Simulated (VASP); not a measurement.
# Cr2O3 (R-3c) in VASP: single point with r2SCAN

Aim: the single point of Cr2O3 with r2SCAN.

Everything below comes from runs of VASP 6.6.1. Logs are shortened: lines on timing, memory, paths and dates and some standing lists are left out, and cuts for length are marked.

**1. The cell of the first run**

The structure is trigonal, space group R-3c (No. 167). Conventional cell: a = 4.815 Å, b = 4.815 Å, c = 13.242 Å, α = 90.00°, β = 90.00°, γ = 120.00°. Cr (site symmetry 3) has 6 O at 1.90 to 1.97 Å within 2.5 Å. Within 2.5 Å of O (site symmetry 2) lie 4 Cr at 1.90 to 1.97 Å.

**2. Single point, r2SCAN, collinear spin, ferromagnetic start**

POSCAR

```
Cr2O3
1.0
    2.4076009700      1.3900290700      4.4140000000
   -2.4076009700      1.3900290700      4.4140000000
    0.0000000000     -2.7800581400      4.4140000000
Cr O
4 6
Direct
    0.8469000000      0.8469000000      0.8469000000
    0.6531000000      0.6531000000      0.6531000000
    0.1531000000      0.1531000000      0.1531000000
    0.3469000000      0.3469000000      0.3469000000
    0.0606000000      0.4394000000      0.7500000000
    0.7500000000      0.0606000000      0.4394000000
    0.4394000000      0.7500000000      0.0606000000
    0.9394000000      0.5606000000      0.2500000000
    0.2500000000      0.9394000000      0.5606000000
    0.5606000000      0.2500000000      0.9394000000
```

INCAR.step1

```
PREC = Accurate
ENCUT = 520
ISMEAR = -1
SIGMA = 0.05
LREAL = False
LASPH = True
NELM = 150
ISPIN = 2
MAGMOM = 3 3 3 3 0 0 0 0 0 0
LMAXMIX = 4
NBANDS = 57
GGA = PE
ALGO = Normal
EDIFF = 1E-4
LWAVE = True
LCHARG = False
```

INCAR.step2

```
PREC = Accurate
ENCUT = 520
EDIFF = 1E-6
ISMEAR = -1
SIGMA = 0.05
LREAL = False
LASPH = True
NELM = 150
ALGO = Normal
ISIF = 2
LWAVE = False
LCHARG = True
ISPIN = 2
MAGMOM = 3 3 3 3 0 0 0 0 0 0
LORBIT = 11
LMAXMIX = 4
METAGGA = R2SCAN
LMIXTAU = True
LELF = True
LVHAR = True
NBANDS = 57
ISTART = 1
```

KPOINTS

```
regular mesh
0
Gamma
  3 3 3
```

Potentials or basis: VASP PAW PBE potentials, release 64 (Cr_pv, O).

Launch:

```bash
cat potpaw_PBE.64/Cr_pv/POTCAR potpaw_PBE.64/O/POTCAR > POTCAR
cp INCAR.step1 INCAR
mpirun -np 1 vasp_std > vasp.out
cp INCAR.step2 INCAR
mpirun -np 1 vasp_std > vasp.out
```

OUTCAR:

```text
PREC = Accurate
   ENCUT = 520
   EDIFF = 1E-6
   ISMEAR = -1
   LREAL = False
   LASPH = True
   NELM = 150
   ISIF = 2
   ISPIN = 2
   LORBIT = 11
   METAGGA = R2SCAN
   ISTART = 1

 ion  position               nearest neighbor table
   1  0.847  0.847  0.847-  10 1.90   8 1.90   9 1.90   5 1.97   7 1.97   6 1.97   2 2.57   3 2.80
                             3 2.80   3 2.80
   2  0.653  0.653  0.653-   9 1.90   8 1.90  10 1.90   5 1.97   7 1.97   6 1.97   1 2.57   4 2.80
                             4 2.80   4 2.80
   3  0.153  0.153  0.153-   7 1.90   5 1.90   6 1.90   8 1.97   9 1.97  10 1.97   4 2.57   1 2.80
                             1 2.80   1 2.80
   4  0.347  0.347  0.347-   6 1.90   5 1.90   7 1.90   8 1.97   9 1.97  10 1.97   3 2.57   2 2.80
                             2 2.80   2 2.80
   5  0.061  0.439  0.750-   3 1.90   4 1.90   1 1.97   2 1.97
   6  0.750  0.061  0.439-   4 1.90   3 1.90   1 1.97   2 1.97
   7  0.439  0.750  0.061-   3 1.90   4 1.90   1 1.97   2 1.97
   8  0.939  0.561  0.250-   1 1.90   2 1.90   3 1.97   4 1.97
   9  0.250  0.939  0.561-   2 1.90   1 1.90   3 1.97   4 1.97
  10  0.561  0.250  0.939-   1 1.90   2 1.90   3 1.97   4 1.97

  LATTYP: Found a trigonal (rhomboedric) cell.
 ALAT       =     5.2165236745
 COS(alpha) =     0.5739734647

  Lattice vectors:

 A1 = (   2.4076009700,   1.3900290700,   4.4140000000)
 A2 = (  -2.4076009700,   1.3900290700,   4.4140000000)
 A3 = (   0.0000000000,  -2.7800581400,   4.4140000000)

Analysis of symmetry for initial positions (statically):
=====================================================================
 Subroutine PRICEL returns:
 Original cell was already a primitive cell.

 Routine SETGRP: Setting up the symmetry group for a
 trigonal (rhombohedral) supercell.

 Subroutine GETGRP returns: Found 12 space group operations
 (whereof  6 operations were pure point group operations)
 out of a pool of 12 trial point group operations.

The static configuration has the point symmetry S_6 .
 The point group associated with its full space group is D_3d.

Analysis of symmetry for dynamics (positions and initial velocities):
=====================================================================
 Subroutine PRICEL returns:
 Original cell was already a primitive cell.

 Routine SETGRP: Setting up the symmetry group for a
 trigonal (rhombohedral) supercell.

 Subroutine GETGRP returns: Found 12 space group operations
 (whereof  6 operations were pure point group operations)
 out of a pool of 12 trial point group operations.

The dynamic configuration has the point symmetry S_6 .
 The point group associated with its full space group is D_3d.

Analysis of structural, dynamic, and magnetic symmetry:
[... 160 lines left out ...]
 fundamental gap:      1.0863612623
 Fermi energy:         8.6036028256

 spin component 1

 k-point     1 :       0.0000    0.0000    0.0000
  band No.  band energies     occupation
      1     -38.3715      1.00000
      2     -38.2982      1.00000
      3     -38.2982      1.00000
      4     -38.2942      1.00000
      5     -38.2551      1.00000
      6     -38.2551      1.00000
[... 331 lines left out ...]
     53      10.3921      0.00000
     54      10.6605      0.00000
 Fermi energy:         8.6036028256

 spin component 2

 k-point     1 :       0.0000    0.0000    0.0000
  band No.  band energies     occupation
      1     -34.6966      1.00000
      2     -34.6168      1.00000
      3     -34.6168      1.00000
      4     -34.5879      1.00000
      5     -34.5556      1.00000
      6     -34.5556      1.00000
[... 331 lines left out ...]
     53      13.0969      0.00000
     54      13.2261      0.00000
 [bands above 54 left out]

------------------------ aborting loop because EDIFF is reached ----------------------------------------

  FORCE on cell =-STRESS in cart. coord.  units (eV):
  Direction    XX          YY          ZZ          XY          YZ          ZX
  --------------------------------------------------------------------------------------
  -------------------------------------------------------------------------------------
  Total       16.4139344     16.4139344     16.4471415      0.0000000     -0.0000000      0.0000000
  in kB      296.7093984    296.7093992    297.3096737      0.0000000     -0.0000000      0.0000000
  external PRESSURE =     296.9094904 kB  Pullay stress =       0.0000000 kB

 VOLUME and BASIS-vectors are now :
 -----------------------------------------------------------------------------
  energy-cutoff  :      520.00
  volume of cell :       88.63
      direct lattice vectors                 reciprocal lattice vectors
     2.407600970  1.390029070  4.414000000     0.207675610  0.119901569  0.075517293
    -2.407600970  1.390029070  4.414000000    -0.207675610  0.119901569  0.075517293
     0.000000000 -2.780058140  4.414000000     0.000000000 -0.239803138  0.075517293

 POSITION                                       TOTAL-FORCE (eV/Angst)
 -----------------------------------------------------------------------------------
      0.00000      0.00000     11.21465        -0.000000     -0.000000      0.791102
      0.00000      0.00000      8.64835        -0.000000     -0.000000     -0.791102
      0.00000      0.00000      2.02735        -0.000000     -0.000000     -0.791102
      0.00000      0.00000      4.59365        -0.000000     -0.000000      0.791102
     -0.91200     -1.39003      5.51750        -0.366190     -0.000000     -0.000000
      1.65980     -0.09480      5.51750         0.183095     -0.317130     -0.000000
     -0.74780      1.48483      5.51750         0.183095      0.317130     -0.000000
      0.91200      1.39003      7.72450         0.366190     -0.000000     -0.000000
     -1.65980      0.09480      7.72450        -0.183095      0.317130     -0.000000
      0.74780     -1.48483      7.72450        -0.183095     -0.317130     -0.000000
 -----------------------------------------------------------------------------------
    total drift:                               -0.000000     -0.000000      0.000000

  FREE ENERGIE OF THE ION-ELECTRON SYSTEM (eV)
  ---------------------------------------------------
  free  energy   TOTEN  =      -119.2345751082 eV

  energy  without entropy=     -119.2345664514  energy(sigma->0) =     -119.23457078

 total charge

# of ion       s       p       d       tot
------------------------------------------
    1        0.452   6.410   4.158  11.020
    2        0.452   6.410   4.158  11.020
    3        0.452   6.410   4.158  11.020
    4        0.452   6.410   4.158  11.020
    5        1.566   3.593   0.000   5.160
    6        1.566   3.593   0.000   5.160
    7        1.566   3.593   0.000   5.160
    8        1.566   3.593   0.000   5.160
    9        1.566   3.593   0.000   5.160
   10        1.566   3.593   0.000   5.160
--------------------------------------------------
tot         11.208  47.199  16.630  75.037

 magnetization (x)

# of ion       s       p       d       tot
------------------------------------------
    1        0.052   0.033   2.795   2.880
    2        0.052   0.033   2.795   2.880
    3        0.052   0.033   2.795   2.880
    4        0.052   0.033   2.795   2.880
    5       -0.000   0.025   0.000   0.024
    6       -0.000   0.025   0.000   0.024
    7       -0.000   0.025   0.000   0.024
    8       -0.000   0.025   0.000   0.024
    9       -0.000   0.025   0.000   0.024
   10       -0.000   0.025   0.000   0.024
--------------------------------------------------
tot          0.207   0.281  11.178  11.667
```

OSZICAR.step1:

```text
N       E                     dE             d eps       ncg     rms          rms(c)
DAV:   1     0.120156673420E+04    0.12016E+04   -0.45532E+04  1400   0.175E+03
DAV:   2     0.262696128992E+02   -0.11753E+04   -0.10776E+04  1449   0.542E+02
DAV:   3    -0.990939606554E+02   -0.12536E+03   -0.12156E+03  1385   0.187E+02
DAV:   4    -0.102749496431E+03   -0.36555E+01   -0.36312E+01  1468   0.322E+01
DAV:   5    -0.102851907905E+03   -0.10241E+00   -0.10229E+00  1822   0.466E+00    0.513E+01
DAV:   6    -0.873435566253E+02    0.15508E+02   -0.10308E+02  1690   0.730E+01    0.250E+01
DAV:   7    -0.860280084186E+02    0.13155E+01   -0.19902E+01  1589   0.419E+01    0.214E+01
DAV:   8    -0.861685132528E+02   -0.14050E+00   -0.15064E+00  1446   0.654E+00    0.128E+01
DAV:   9    -0.859809402705E+02    0.18757E+00   -0.12259E+00  1746   0.844E+00    0.661E+00
DAV:  10    -0.861310404431E+02   -0.15010E+00   -0.27947E-01  1404   0.414E+00    0.264E+00
DAV:  11    -0.861469379490E+02   -0.15898E-01   -0.10942E-01  1684   0.222E+00    0.115E+00
DAV:  12    -0.861508634063E+02   -0.39255E-02   -0.13258E-02  1500   0.635E-01    0.345E-01
DAV:  13    -0.861504380827E+02    0.42532E-03   -0.16244E-03  1575   0.182E-01    0.211E-01
DAV:  14    -0.861504651918E+02   -0.27109E-04   -0.22963E-04   930   0.735E-02
   1 F= -.86150465E+02 E0= -.86146089E+02  d E =-.875139E-02  mag=    11.9211
```

It took 4.5 min on 1 thread of Intel Xeon Platinum 8259CL at 2.50GHz (Skylake/Cascade Lake), shared host; peak memory 0.33 GiB.

What came out:

| Property | Result |
| --- | --- |
| Free energy | -119.2346 eV |
| Pressure | 29.7 GPa |
| Largest force | 0.791 eV/Å |
| Band gap on the k mesh | 1.09 eV, direct |
| Net moment | 12.00 μB per cell |
| Site moments | Cr +2.88; O +0.02 μB |
| Valence electrons inside the program's atomic spheres | Cr 11.02; O 5.16 |

Forces on the atoms (eV/Å):
```
Cr   0.000  0.000  0.791
Cr   0.000  0.000 -0.791
Cr   0.000  0.000 -0.791
Cr   0.000  0.000  0.791
O   -0.366  0.000  0.000
O    0.183 -0.317  0.000
O    0.183  0.317  0.000
O    0.366  0.000  0.000
O   -0.183  0.317  0.000
O   -0.183 -0.317  0.000
```

Levels at points of the mesh, in eV from the valence-band top:
Spin up:
```
           k point  band 45  band 46  band 47  band 48  band 49  band 50  band 51  band 52
(0.00, 0.00, 0.00)    -0.54    -0.29    -0.29     0.00     1.09     1.10     1.10     1.11
```
Spin down:
```tsv
k point	band 32	band 33	band 34	band 35	band 36	band 37	band 38	band 39	band 40	band 41
(0.00, 0.00, 0.00)	-3.88	-3.88	-3.03	-3.03	-2.94	1.52	2.14	2.14	2.51	2.51
```

Caveat: the k points lie up to 0.53 Å⁻¹ apart; the PAW data sets were made with another functional, which shifts forces and pressure a little; only a ferromagnetic start was run, and an antiferromagnetic order may lie lower in energy. A k mesh can miss the band edges.
